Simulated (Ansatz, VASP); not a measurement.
## AlAs in VASP and in Ansatz

```
As Al
1.0
     8.01039    0.00000    0.00000
    -4.00519    6.93720    0.00000
     0.00000    0.00000   25.96378
As Al
8 8
Direct
  0.50000 0.00000 0.30812
  0.50000 0.50000 0.30812
  0.00000 0.00000 0.30812
  0.00000 0.50000 0.30812
  0.65245 0.83504 0.43861
  0.65471 0.34547 0.43810
  0.17705 0.82324 0.45385
  0.16527 0.34789 0.43861
  0.16667 0.83333 0.33961
  0.16667 0.33333 0.33961
  0.66667 0.83333 0.33961
  0.66667 0.33333 0.33961
  0.33175 0.66855 0.39682
  0.32016 0.17117 0.46447
  0.82910 0.68006 0.46444
  0.82538 0.17494 0.44283
```

Alike in both runs: task single point; functional PBE; dispersion D3(BJ); k mesh 2 × 2 × 1; occupations gaussian, width 0.05 eV; no spin polarisation.

```csv
,VASP,Ansatz
version,VASP 6.6.1,Ansatz 0.2.0
potentials or method,"VASP PAW PBE potentials, release 64 (As, Al), cutoff 520 eV","scalar-relativistic, plane waves, PAW"
valence electrons in the cell,64,144
```

|  | VASP | Ansatz | Ansatz less VASP |
| --- | --- | --- | --- |
| gap on the k mesh at the Fermi level (eV) | 0.35 | 0.35 | -0.001 |
| least direct gap on the mesh (eV) | 0.35 | 0.35 | -0.001 |
| rms of the force components (eV/Å) | 0.437 | 0.441 | +0.0035 |

VASP's potentials hold 64 valence electrons a cell and Ansatz's 144, so a difference there can come from the potentials and not from the codes.

The k mesh is coarse, so the values compare programs but aren't converged.
